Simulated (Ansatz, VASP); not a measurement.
Two plane-wave programs on KF

```xyz
2
Lattice="0.0000 2.5526 2.7018 2.5526 0.0000 2.7018 2.5526 2.5526 0.0000" Properties=species:S:1:pos:R:3 pbc="T T T"
K     0.0000    0.0000    0.0000
F     2.5526    2.5526    2.7018
```

Change from the starting cell: epitaxial_xy strain -4.0%.

Alike in both runs: task single point; functional PBE; k mesh 8 × 8 × 8; occupations fermi-dirac, width 0.02 eV; no spin polarisation.

```csv
,VASP,Ansatz
version,VASP 6.6.1,Ansatz 0.2.0
potentials or method,"VASP PAW PBE potentials, release 64 (K_sv, F)","plane waves, PAW"
plane-wave cutoff (eV),520,420
valence electrons in the cell,16,16
```

|  | VASP | Ansatz | Ansatz less VASP |
| --- | --- | --- | --- |
| gap on the k mesh at the Fermi level (eV) | 6.54 | 6.56 | +0.019 |
| pressure (GPa) | 5.3 | 5.2 | -0.14 |
| traceless stress, the component that is largest in VASP (GPa) | -3.15 | -3.04 | +0.114 |
